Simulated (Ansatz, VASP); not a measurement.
## ZrB: VASP and Ansatz over several settings

```xyz
2
Lattice="0.0000 2.3404 2.3404 2.3404 0.0000 2.3404 2.3404 2.3404 0.0000" Properties=species:S:1:pos:R:3 pbc="T T T"
Zr    0.0000    0.0000    0.0000
B     2.3404    2.3404    2.3404
```

Single points on this cell with VASP 6.6.1 and Ansatz 0.2.0. Each row is one pair of runs. Alike in all rows: spin: off; k mesh: 10 × 10 × 10; VASP's potentials, cutoff: VASP PAW PBE potentials, release 64 (Zr_sv, B), 520 eV.

```csv
level,smearing,"Ansatz's potentials, cutoff","gap on the k mesh at the Fermi level (eV), VASP","gap on the k mesh at the Fermi level (eV), Ansatz"
r2SCAN+rVV10,"methfessel-paxton of order 1, width 0.05 eV","JTH PAW, 990 eV",none,none
PBE,"fermi-dirac, width 0.05 eV","Ansatz PAW, 420 eV",none,none
r2SCAN,"fermi-dirac, width 0.05 eV","Ansatz PAW, 500 eV",none,none
```

A gap of «none» marks a metal or a gap that the smearing closes.
